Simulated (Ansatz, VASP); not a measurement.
AlN: VASP beside Ansatz

INCAR

```
SYSTEM = AlN
PREC     = Accurate       ! precision mode
ENCUT    = 520            ! plane-wave cutoff, eV
EDIFF    = 1E-6           ! SCF threshold, eV
ISMEAR   = 0              ! smearing method
SIGMA    = 0.05           ! smearing width, eV
LREAL    = .False.        ! projectors in reciprocal space
LASPH    = .True.         ! aspherical terms in the spheres
NELM     = 80             ! most SCF steps
ALGO     = Normal         ! electronic algorithm
ISIF     = 2              ! what is computed and relaxed
LWAVE    = .False.        ! write WAVECAR
LCHARG   = .True.         ! write CHGCAR
GGA      = PE             ! functional
LELF     = .True.         ! ELF
LVHAR    = .True.       
NBANDS   = 11             ! bands
```

Contents of KPOINTS:

```
Automatic mesh
0
Gamma
  10 10 10
  0 0 0
```

File POSCAR:

```
AlN
1.0
    0.0000000000      2.1839935596      2.1839935596
    2.1839935596      0.0000000000      2.1839935596
    2.1839935596      2.1839935596      0.0000000000
Al N
1 1
Direct
   -0.0161883898      0.0161883898      0.0000000000
    0.7500000000      0.7500000000      0.7500000000
```

Input for Ansatz:

```yaml
crystal:
  lattice:
    - [0.0, 2.1839935596, 2.1839935596]
    - [2.1839935596, 0.0, 2.1839935596]
    - [2.1839935596, 2.1839935596, 0.0]
  atoms:
    - { symbol: Al, position: [-0.0161883898, 0.0161883898, 0.0] }
    - { symbol: "N", position: [0.75, 0.75, 0.75] }
basis:
  ecutwfc: 420
kpoints:
  mp_grid: { grid: [10, 10, 10] }
hamiltonian:
  xc: pbe
scf:
  occupations: { method: gaussian, width: 0.05 }
output:
  forces: true
  stress: true
  eigenvalues: true
```

Change from the starting cell: all Al atoms moved +0.050 Å, as atom 1 along Cartesian [1 -1 0].

Alike in both runs: task single point; functional PBE; k mesh 10 × 10 × 10; occupations gaussian, width 0.05 eV; no spin polarisation.

|  | VASP | Ansatz |
| --- | --- | --- |
| version | VASP 6.6.1 | Ansatz 0.2.0 |
| potentials or method | VASP PAW PBE potentials, release 64 (Al, N), cutoff 520 eV | scalar-relativistic, plane waves, PAW |
| valence electrons in the cell | 8 | 8 |

|  | VASP | Ansatz | Ansatz less VASP |
| --- | --- | --- | --- |
| gap on the k mesh at the Fermi level (eV) | 3.18 | 3.19 | +0.008 |
| least direct gap on the mesh (eV) | 4.06 | 4.05 | -0.010 |
| pressure (GPa) | 4.9 | 5.2 | +0.28 |
| traceless stress, the component that is largest in VASP (GPa) | 2.55 | 2.53 | -0.014 |
| rms of the force components (eV/Å) | 0.428 | 0.427 | -0.0014 |

Atom by atom the forces differ by 0.001 eV/Å (rms over components).
